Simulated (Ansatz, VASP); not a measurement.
# One calculation of NiO2, two programs

INCAR

```
SYSTEM = NiO2
PREC     = Accurate       ! precision mode
ENCUT    = 700            ! plane-wave cutoff, eV
EDIFF    = 1E-6           ! SCF threshold, eV
ISMEAR   = 0              ! smearing method
SIGMA    = 0.05           ! smearing width, eV
LREAL    = .FALSE.        ! projectors in reciprocal space
LASPH    = .TRUE.         ! aspherical terms in the spheres
NELM     = 120            ! most SCF steps
ALGO     = Normal         ! electronic algorithm
ISIF     = 2              ! what is computed and relaxed
LWAVE    = .FALSE.        ! write WAVECAR
LCHARG   = .FALSE.        ! write CHGCAR
GGA      = PS             ! functional
NBANDS   = 22             ! bands
GGA_COMPAT= .FALSE.
```

File KPOINTS:

```
Automatic mesh
0
G
  12 12 6
  0 0 0
```

File POSCAR:

```
NiO2
1.0
    2.7478231521      0.0000000000      0.0000000000
   -1.3739115761      2.3796846548      0.0000000000
    0.0000000000      0.0000000000      5.1043562873
Ni O
1 2
Direct
    0.0000000000      0.0000000000      0.5000000000
    0.6666666667      0.3333333333      0.6499533987
    0.3333333333      0.6666666667      0.3500466013
```

Input for Ansatz:

```yaml
crystal:
  lattice:
    - [2.7478231521, 0.0, 0.0]
    - [-1.3739115761, 2.3796846548, 0.0]
    - [0.0, 0.0, 5.1043562873]
  atoms:
    - { symbol: Ni, position: [0.0, 0.0, 0.5] }
    - { symbol: O, position: [0.6666666667, 0.3333333333, 0.6499533987] }
    - { symbol: O, position: [0.3333333333, 0.6666666667, 0.3500466013] }
basis:
  ecutwfc: 520.0
kpoints:
  mp_grid: { grid: [12, 12, 6] }
hamiltonian:
  xc: pbesol
scf:
  occupations: { method: gaussian, width: 0.05 }
output:
  forces: true
  stress: true
  eigenvalues: true
```

Alike in both runs: task single point; functional PBEsol; k mesh 12 × 12 × 6; occupations gaussian, width 0.05 eV; no spin polarisation.

|  | VASP | Ansatz |
| --- | --- | --- |
| version | VASP 6.6.1 | Ansatz 0.2.0 |
| potentials or method | VASP PAW PBE potentials, release 64 (Ni_sv_GW, O), cutoff 700 eV | scalar-relativistic, plane waves, PAW |
| valence electrons in the cell | 30 | 30 |

VASP gave:

| Property | Result |
| --- | --- |
| gap on the k mesh at the Fermi level (eV) | 1.08 |
| least direct gap on the mesh (eV) | 1.66 |
| rms of the force components (eV/Å) | 2.052 |

Task: Which values does Ansatz return?

Result: gap on the k mesh at the Fermi level (eV): 1.09; least direct gap on the mesh (eV): 1.66; rms of the force components (eV/Å): 2.028.

VASP's potentials were made for PBE, not for PBEsol. Atom by atom the forces differ by 0.024 eV/Å (rms over components). The functional is the same, so the differences come from potentials, cutoffs and numerics.
